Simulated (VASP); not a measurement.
## CaB2: single point with PBEsol

The system is CaB2.

```
CELL_PARAMETERS angstrom
3.13186 0.00000 0.00000
-1.56593 2.71227 0.00000
0.00000 0.00000 3.82615
ATOMIC_POSITIONS crystal
Ca 0.00000 0.00000 0.00000
B 0.33333 0.66667 0.50000
B 0.66667 0.33333 0.50000
```

This cell differs from its parent crystal: strained.

```
Program                : VASP 6.6.1
Task                   : single point
Functional             : PBEsol
Potentials or basis    : VASP PAW PBE potentials, release 64 (Ca_sv, B)
Cutoff                 : 520 eV
k mesh                 : 15 × 15 × 10
Occupations            : gaussian, width 0.1 eV
Spin                   : no spin polarisation
Dipole correction      : no
Further INCAR settings : ALGO = Normal; EDIFF = 1e-06; NBANDS = 15
```

```
Pressure               : 14.6 GPa
Band gap on the k mesh : zero (band 8 reaches 6.27 eV, above the bottom of band 9 at 4.77 eV)
```

Stress tensor (GPa, compression positive):
```
11.78  0.00  0.00
 0.00 11.78  0.00
 0.00  0.00 20.19
```

Levels at points of the mesh, in eV from the Fermi level:
| k point | band 4 | band 5 | band 6 | band 7 | band 8 | band 9 | band 10 | band 11 | band 12 | band 13 |
| --- | --- | --- | --- | --- | --- | --- | --- | --- | --- | --- |
| (0.00, 0.00, 0.00) | -19.73 | -10.76 | -1.44 | 0.26 | 0.26 | 0.63 | 6.20 | 6.20 | 6.87 | 6.87 |
| (0.00, 0.00, 0.50) | -19.72 | -9.28 | -4.79 | 1.00 | 1.00 | 4.07 | 4.31 | 4.31 | 4.45 | 4.45 |

Run time: 35 s on 1 thread of Intel(R) Xeon(R) Platinum 8488C (Sapphire Rapids) (shared host), peak memory 0.2 GiB.

Caveat: the cell differs from its parent crystal (strained); the PAW data sets were made with another functional, which shifts forces and pressure a little.
